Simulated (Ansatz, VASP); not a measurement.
## Ni3Ge: VASP beside Ansatz

```
CELL_PARAMETERS angstrom
3.52699 0.00000 0.00000
0.00000 3.52699 0.00000
0.00000 0.00000 3.52699
ATOMIC_POSITIONS crystal
Ni 0.50000 0.00000 0.50000
Ni 0.00000 0.50000 0.50000
Ni 0.50000 0.50000 0.00000
Ge 0.00000 0.00000 0.00000
```

Alike in both runs: functional PBEsol; k mesh 12 × 12 × 12; occupations fermi-dirac, width 0.15 eV; no spin polarisation.

Ansatz relaxed the structure, and its values are those at the end. VASP's run is a single point on that final structure, the one shown.

|  | VASP | Ansatz |
| --- | --- | --- |
| version | VASP 6.6.1 | Ansatz 0.2.0 |
| potentials or method | VASP PAW PBE potentials, release 64 (Ni, Ge_d), cutoff 520 eV | scalar-relativistic, plane waves, PAW |
| valence electrons in the cell | 44 | 68 |

|  | VASP | Ansatz | Ansatz less VASP |
| --- | --- | --- | --- |
| gap on the k mesh at the Fermi level (eV) | none | none | - |
| pressure (GPa) | 0.4 | 0.0 | -0.35 |

VASP's potentials were made for PBE, not for PBEsol. A gap of «none» marks a metal or a gap that the smearing closes. The functional is the same, so the differences come from potentials, cutoffs and numerics. VASP's potentials hold 44 valence electrons a cell and Ansatz's 68, so a difference there can come from the potentials and not from the codes.
